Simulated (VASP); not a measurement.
Write the native input for VASP 6.6.1 that does the following.

```
Task                   : single point
Functional             : PBE
Potentials or basis    : VASP PAW PBE potentials, release 64 (Ga_d, P)
Cutoff                 : 500 eV
k mesh                 : 8 × 8 × 8
Occupations            : gaussian, width 0.02 eV
Spin                   : no spin polarisation
Dipole correction      : no
Further INCAR settings : ALGO = Normal; EDIFF = 1e-06; NBANDS = 16
```

The structure of GaP lies in POSCAR:

```
GaP
1.0
    0.0000000000      2.7805117468      2.7364640360
    2.7805117468      0.0000000000      2.7364640360
    2.7805117468      2.7805117468      0.0000000000
Ga P
1 1
Direct
    0.0000000000      0.0000000000      0.0000000000
    0.2500000000      0.2500000000      0.2500000000
```

This cell differs from its parent crystal: strained cell.

These files were run (other wordings do the same):

INCAR

```
  PREC = Accurate
  ENCUT = 500
  EDIFF = 1E-6
  ISMEAR = 0
  SIGMA = 0.02
  LREAL = False
  LASPH = True
  NELM = 120
  ALGO = Normal
  ISIF = 2
  LWAVE = False
  LCHARG = True
  GGA = PE
  LELF = True
  LVHAR = True
  NBANDS = 16
  GGA_COMPAT = False
```

KPOINTS

```
Automatic mesh
0
Gamma
  8 8 8
```

Potentials or basis: VASP PAW PBE potentials, release 64 (Ga_d, P).

Run with:

```sh
$ cat potpaw_PBE.64/Ga_d/POTCAR potpaw_PBE.64/P/POTCAR > POTCAR
$ mpirun -np 1 vasp_std > vasp.out
```

Results of the run:

```yaml
Pressure: -1.1 GPa
Band_gap_on_the_k_mesh: 1.40 eV
```

Caveat: the cell differs from its parent crystal (strained cell).

It took 68 s on 1 thread of Intel Xeon 8259CL (shared host), peak memory 0.18 GiB.
